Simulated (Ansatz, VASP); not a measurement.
# One calculation of Sc, two programs

```
Sc
1.0
     3.70507    0.00000    0.00000
    -1.85254    3.20869    0.00000
     0.00000    0.00000    6.05504
Sc
2
Direct
  0.33333 0.66667 0.25000
  0.66666 0.33333 0.75000
```

Alike in both runs: task single point; functional PBE; k mesh 8 × 8 × 4; occupations methfessel-paxton of order 1, width 0.033 eV; no spin polarisation.

|  | VASP | Ansatz |
| --- | --- | --- |
| version | VASP 6.6.1 | Ansatz 0.2.0 |
| potentials or method | VASP PAW PBE potentials, release 64 (Sc_sv), cutoff 520 eV | PAW plane waves |
| valence electrons in the cell | 22 | 22 |

|  | VASP | Ansatz | Ansatz less VASP |
| --- | --- | --- | --- |
| pressure (GPa) | -10.5 | -10.5 | 0.00 |
| traceless stress, the component that is largest in VASP (GPa) | -1.03 | -1.03 | 0.000 |

Ansatz's warnings: structure snapped to symmetry.
